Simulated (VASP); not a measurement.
## ScPt3S: single point with PBE

Crystal: ScPt3S.

```
CELL_PARAMETERS angstrom
3.96612 0.00000 0.00000
0.00000 3.96612 0.00000
0.00000 0.00000 5.75383
ATOMIC_POSITIONS crystal
Sc 0.00000 0.00000 0.10733
Pt 0.50000 0.50000 0.10887
Pt 0.00000 0.50000 0.45464
Pt 0.50000 0.00000 0.45464
S 0.50000 0.50000 0.71643
```

The cell was generated, and may not be a known phase.

* Program: VASP 6.6.1
* Task: single point
* Functional: PBE
* Potentials or basis: VASP PAW PBE potentials, release 64 (Sc_sv, Pt, S)
* Cutoff: 520 eV
* k mesh: 4 × 4 × 4
* Occupations: gaussian, width 0.1 eV
* Spin: no spin polarisation
* Dipole correction: no
* Further INCAR settings: ALGO = Fast; EDIFF = 1e-06; NBANDS = 32

* Pressure: 0.0 GPa
* Largest force: 0.005 eV/Å
* Band gap on the k mesh: zero (an odd number of electrons rules out a gap without spin polarisation)

Forces on the atoms (eV/Å):
```
Sc   0.000  0.000 -0.005
Pt   0.000  0.000  0.000
Pt   0.000  0.000  0.001
Pt   0.000  0.000  0.001
S    0.000  0.000  0.004
```

Stress tensor (GPa, compression positive):
```
-0.08  0.00  0.00
 0.00 -0.08  0.00
 0.00  0.00  0.11
```

Levels at points of the mesh, in eV from the Fermi level:
| k point | band 21 | band 22 | band 23 | band 24 | band 25 | band 26 |
| --- | --- | --- | --- | --- | --- | --- |
| (0.00, 0.00, 0.00) | -1.32 | -1.32 | -1.31 | 0.04 | 1.52 | 2.14 |
| (0.50, 0.00, 0.00) | -2.13 | -1.83 | -0.77 | -0.54 | -0.20 | 1.54 |
| (0.50, 0.50, 0.00) | -1.65 | -0.97 | -0.09 | -0.09 | 0.55 | 1.30 |
| (0.00, 0.00, 0.50) | -1.15 | 0.04 | 0.62 | 0.62 | 1.12 | 1.78 |
| (0.50, 0.00, 0.50) | -2.60 | -2.29 | -1.90 | 0.34 | 0.85 | 1.17 |
| (0.50, 0.50, 0.50) | -2.17 | -1.95 | -1.57 | -0.46 | 1.29 | 1.29 |

Run time: 120 s on 1 thread of Oxide Virtual Turin-like Processor (shared host), peak memory 0.19 GiB.

Caveat: the k points lie up to 0.40 Å⁻¹ apart, too coarse for converged energies and pressures of a metal; spin-orbit coupling is left out, which moves the levels of the heavy elements.
